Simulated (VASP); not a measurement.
## Hg: single point with r2SCAN+rVV10

Crystal: Hg.

```
Hg
1.0
     3.23541    0.00000    0.00000
    -1.61770    2.80195    0.00000
     0.00000    0.00000    5.53819
Hg
2
Direct
  0.66667 0.33333 0.75000
  0.33333 0.66667 0.25000
```

| Property | Result |
| --- | --- |
| Program | VASP 6.6.1 |
| Task | single point |
| Functional | r2SCAN |
| Dispersion | rVV10 |
| Potentials or basis | VASP PAW PBE potentials, release 64 (Hg) |
| Cutoff | 520 eV |
| k mesh | 12 × 12 × 4 |
| Occupations | fermi-dirac, width 0.02 eV |
| Spin | no spin polarisation |

```yaml
Pressure: 0.7 GPa
Band_gap_on_the_k_mesh: zero (bands 12 and 13 overlap by 1.34 eV)
```

Levels at points of the mesh, in eV from the Fermi level:
```csv
k point,band 10,band 11,band 12,band 13,band 14,band 15
"(0.00, 0.00, 0.00)",-5.88,-5.88,-2.00,-1.10,13.49,13.49
"(0.50, 0.00, 0.00)",-5.66,-1.97,-1.63,2.58,3.02,4.41
"(0.00, 0.00, 0.50)",-6.07,-6.07,-6.07,6.09,6.09,14.46
"(0.50, 0.00, 0.50)",-5.68,-0.88,-0.88,0.11,0.11,9.55
```

Run time: 5.3 min on 1 thread of Oxide Virtual Turin-like Processor, on a shared host, peak memory 0.27 GiB.

Caveat: the PAW data sets were made with another functional, which shifts forces and pressure a little; spin-orbit coupling is left out, which moves the levels of the heavy elements.
